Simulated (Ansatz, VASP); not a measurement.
## LiRe3: VASP beside Ansatz

INCAR

```
SYSTEM = LiRe3
PREC = Accurate
ENCUT = 600
EDIFF = 1E-6
ISMEAR = 0
SIGMA = 0.1
LREAL = .FALSE.
LASPH = .TRUE.
NELM = 60
ALGO = Fast
ISIF = 3
LWAVE = .FALSE.
LCHARG = .FALSE.
GGA = PE
IBRION = 2
NSW = 90
EDIFFG = -0.04
```

The input KPOINTS:

```
Automatic mesh
0
G
  6 6 4
  0 0 0
```

File POSCAR:

```
LiRe3
1.0
    5.4855589310      0.0000000000      0.0000000000
   -2.7427794655      4.7506333882      0.0000000000
    0.0000000000      0.0000000000      4.4030074217
Li Re
2 6
Direct
    0.3333333333      0.6666666667      0.2500000000
    0.6666666667      0.3333333333      0.7500000000
    0.8330000000      0.6660000000      0.2500000000
    0.1670000000      0.8330000000      0.7500000000
    0.3340000000      0.1670000000      0.2500000000
    0.1670000000      0.3340000000      0.7500000000
    0.8330000000      0.1670000000      0.2500000000
    0.6660000000      0.8330000000      0.7500000000
```

Input for Ansatz:

```yaml
crystal:
  lattice:
    - [5.485558931, 0.0, 0.0]
    - [-2.7427794655, 4.7506333882, 0.0]
    - [0.0, 0.0, 4.4030074217]
  atoms:
    - { symbol: Li, position: [0.3333333333, 0.6666666667, 0.25] }
    - { symbol: Li, position: [0.6666666667, 0.3333333333, 0.75] }
    - { symbol: Re, position: [0.833, 0.666, 0.25] }
    - { symbol: Re, position: [0.167, 0.833, 0.75] }
    - { symbol: Re, position: [0.334, 0.167, 0.25] }
    - { symbol: Re, position: [0.167, 0.334, 0.75] }
    - { symbol: Re, position: [0.833, 0.167, 0.25] }
    - { symbol: Re, position: [0.666, 0.833, 0.75] }
basis:
  ecutwfc: 420
kpoints:
  mp_grid: { grid: [6, 6, 4] }
hamiltonian:
  xc: pbe
scf:
  occupations: { method: gaussian, width: 0.1 }
  lower_state_search: "off"
output:
  forces: true
  stress: true
  eigenvalues: true
relax:
  adjacent_minimum: "off"
  f_tol: 0.04
  max_steps: 70
  cell: { stress_tol: 0.4 }
```

Alike in both runs: task relaxation of cell and atoms; functional PBE; k mesh 6 × 6 × 4; occupations gaussian, width 0.1 eV; no spin polarisation.

|  | VASP | Ansatz |
| --- | --- | --- |
| version | VASP 6.6.1 | Ansatz 0.2.0 |
| potentials or method | VASP PAW PBE potentials, release 64 (Li_sv, Re), cutoff 600 eV | scalar-relativistic, plane waves, PAW |
| valence electrons in the cell | 48 | 96 |

```tsv
	VASP	Ansatz	Ansatz less VASP
gap on the k mesh at the Fermi level, each at its own relaxed structure (eV)	none	none	-
relaxed volume (Å³/atom)	13.93	13.95	+0.015
relaxed cell length with the largest relative difference (Å)	5.372	5.377	+0.0043
```

A gap of «none» marks a metal or a gap that the smearing closes. VASP's potentials hold 48 valence electrons a cell and Ansatz's 96, so a difference there can come from the potentials and not from the codes.

Neither program's run includes spin-orbit coupling. Noted on VASP's run: the cutoff is short for stress, so the pressure is rough.
